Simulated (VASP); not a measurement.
Mg2Te3O:

```
Mg Te O
1.0
     3.91258    0.00000    0.00000
     0.00000    3.91258    0.00000
     0.00000    0.00000    9.53766
Mg Te O
2 3 1
Direct
  0.00000 0.00000 0.00948
  0.50000 0.50000 0.49382
  0.00000 0.00000 0.67095
  0.00000 0.00000 0.32576
  0.50000 0.50000 0.83418
  0.50000 0.50000 0.16581
```

The cell was generated, and may not be a known phase.

| Quantity | Value |
| --- | --- |
| Program | VASP 6.6.1 |
| Task | relaxation of cell and atoms |
| Functional | PBE |
| Potentials or basis | VASP PAW PBE potentials, release 64 (Mg, Te, O) |
| Cutoff | 600 eV |
| k mesh | 4 × 4 × 2 |
| Occupations | gaussian, width 0.1 eV |
| Spin | no spin polarisation |

At the start: pressure -3.6 GPa; volume 24.33 Å³/atom.

Problem. How do energy, volume and symmetry change on relaxing?

Solution. Over 34 steps the energy falls by 779.9 meV/atom and the volume is 21.96 Å³/atom (-9.7 %); space group P4mm (No. 99, to 0.1 Å) before and after.

Step by step:
```tsv
step	energy change (eV)	largest force (eV/Å)	pressure (GPa)	volume (Å³)
1	0.0000	1.3284	-3.61	146.00
2	-0.3423	1.4812	-0.19	134.73
3	-0.4147	1.7915	3.81	126.18
4	-0.6355	1.5613	4.24	124.79
5	-0.9946	1.5589	7.65	120.65
6	-1.3125	1.6445	5.69	123.89
7	-1.9264	1.3070	2.66	133.81
8	-0.8222	11.6525	6.94	154.48
9	-2.0159	1.0737	3.16	137.05
10	-2.0315	1.7731	3.15	139.56
11	-2.1948	0.9791	-0.06	144.22
12	-2.2062	1.3874	-1.11	146.12
13	-2.3090	1.4321	-1.26	145.93
14	-2.7140	1.4219	-1.67	145.21
15	-3.5445	0.6318	-2.27	143.19
16	-3.8494	2.0610	-0.14	136.97
17	-4.0104	1.0929	-1.48	139.75
18	-4.0977	1.0652	-1.38	138.59
19	-4.1609	1.2502	-1.15	136.55
20	-4.2385	1.2276	-1.08	135.69
21	-4.4375	1.0785	-0.50	133.11
22	-4.6339	0.3793	1.85	128.05
23	-4.6358	0.2637	2.24	127.39
24	-4.6705	0.1821	0.03	131.19
25	-4.6705	0.1835	0.01	131.24
26	-4.6727	0.1490	-0.01	131.37
27	-4.6766	0.0650	-0.04	131.75
28	-4.6771	0.0828	-0.05	131.93
29	-4.6781	0.0456	0.01	131.79
30	-4.6783	0.0526	0.04	131.71
31	-4.6787	0.0490	-0.06	131.84
32	-4.6789	0.0435	-0.20	132.02
33	-4.6790	0.0426	-0.19	131.96
34	-4.6794	0.0393	-0.13	131.78
```

Final structure:
```
Mg Te O
1.0
     3.20634    0.00000    0.00000
     0.00000    3.20634    0.00000
     0.00000    0.00000   12.81782
Mg Te O
2 3 1
Direct
  0.00000 0.00000 0.08143
  0.50000 0.50000 0.48730
  0.00000 0.00000 0.64737
  0.00000 0.00000 0.32149
  0.50000 0.50000 0.88564
  0.50000 0.50000 0.07678
```

Caveat: the k points lie up to 0.49 Å⁻¹ apart in the final cell, too coarse for converged energies and pressures of a metal; a cell axis changed by over 15 % at a fixed basis, so the end point is rough.
